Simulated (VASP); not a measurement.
Crystal: Os.

```
CELL_PARAMETERS angstrom
0.00000 1.94500 1.94500
1.94500 0.00000 1.94500
1.94500 1.94500 0.00000
ATOMIC_POSITIONS crystal
Os 0.00000 0.00000 0.00000
```

* Program: VASP 6.6.1
* Task: relaxation of cell and atoms
* Functional: PBE
* Potentials or basis: VASP PAW PBE potentials, release 64 (Os)
* Cutoff: 600 eV
* k mesh: 12 × 12 × 12
* Occupations: fermi-dirac, width 0.05 eV
* Spin: no spin polarisation

At the start: pressure -10.1 GPa; volume 14.72 Å³/atom.

Task: How do energy, volume and symmetry change on relaxing?

Result: Over 4 steps the energy falls by 12.8 meV/atom and the volume is 14.32 Å³/atom (-2.7 %); space group Fm-3m (No. 225, to 0.05 Å).

The path:
```
step  energy change (eV)  largest force (eV/Å)  pressure (GPa)  volume (Å³)
   1              0.0000                0.0000          -10.11        14.72
   2              0.2281                0.0000           57.50        12.83
   3             -0.0128                0.0000           -0.57        14.34
   4             -0.0128                0.0000           -0.07        14.32
```

Final structure:
```
CELL_PARAMETERS angstrom
0.00000 1.92757 1.92757
1.92757 0.00000 1.92757
1.92757 1.92757 0.00000
ATOMIC_POSITIONS crystal
Os 0.00000 0.00000 0.00000
```
